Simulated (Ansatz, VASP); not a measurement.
Two plane-wave programs on MgSn4N

Contents of INCAR:

```
PREC = Accurate
ENCUT = 520
EDIFF = 1E-6
ISMEAR = 0
SIGMA = 0.1
LREAL = F
LASPH = T
NELM = 60
ALGO = Normal
ISIF = 2
LWAVE = F
LCHARG = F
GGA = PE
NBANDS = 40
```

The input KPOINTS:

```
regular mesh
0
Gamma
  4 4 4
```

The input POSCAR:

```
MgSn4N
1.0
    0.0000000000      4.0182010300      4.0182010300
    4.0182010300      0.0000000000      4.0182010300
    4.0182010300      4.0182010300      0.0000000000
Mg Sn N
1 4 1
Direct
    0.2500000000      0.2500000000      0.2500000000
    0.1221060800      0.6259646400      0.6259646400
    0.6259646400      0.1221060800      0.6259646400
    0.6259646400      0.6259646400      0.1221060800
    0.6259646400      0.6259646400      0.6259646400
    0.0000000000      0.0000000000      0.0000000000
```

Input for Ansatz:

```yaml
crystal:
  lattice:
    - [0.0, 4.01820103, 4.01820103]
    - [4.01820103, 0.0, 4.01820103]
    - [4.01820103, 4.01820103, 0.0]
  atoms:
    - { symbol: Mg, position: [0.25, 0.25, 0.25] }
    - { symbol: Sn, position: [0.12210608, 0.62596464, 0.62596464] }
    - { symbol: Sn, position: [0.62596464, 0.12210608, 0.62596464] }
    - { symbol: Sn, position: [0.62596464, 0.62596464, 0.12210608] }
    - { symbol: Sn, position: [0.62596464, 0.62596464, 0.62596464] }
    - { symbol: "N", position: [0.0, 0.0, 0.0] }
basis:
  ecutwfc: 420
kpoints:
  mp_grid: { grid: [4, 4, 4] }
hamiltonian:
  xc: pbe
scf:
  occupations: { method: gaussian, width: 0.1 }
  lower_state_search: "off"
output:
  forces: true
  stress: true
  eigenvalues: true
```

Change from the starting cell: species swapped into the ErInNi4 type (F-43m, No. 216).

Alike in both runs: task single point; functional PBE; k mesh 4 × 4 × 4; occupations gaussian, width 0.1 eV; no spin polarisation.

|  | VASP | Ansatz |
| --- | --- | --- |
| version | VASP 6.6.1 | Ansatz 0.2.0 |
| potentials or method | VASP PAW PBE potentials, release 64 (Mg, Sn_d, N), cutoff 520 eV | scalar-relativistic, plane waves, PAW |
| valence electrons in the cell | 63 | 71 |

Ansatz gave:

* gap on the k mesh at the Fermi level (eV): none
* pressure (GPa): 12.1
* rms of the force components (eV/Å): 0.182

**Question.** Estimate VASP's values.

**Answer.** gap on the k mesh at the Fermi level (eV): none; pressure (GPa): 12.0; rms of the force components (eV/Å): 0.182.

Atom by atom the forces differ by 0.000 eV/Å (rms over components). A gap of «none» marks a metal or a gap that the smearing closes. VASP's potentials hold 63 valence electrons a cell and Ansatz's 71, so a difference there can come from the potentials and not from the codes.
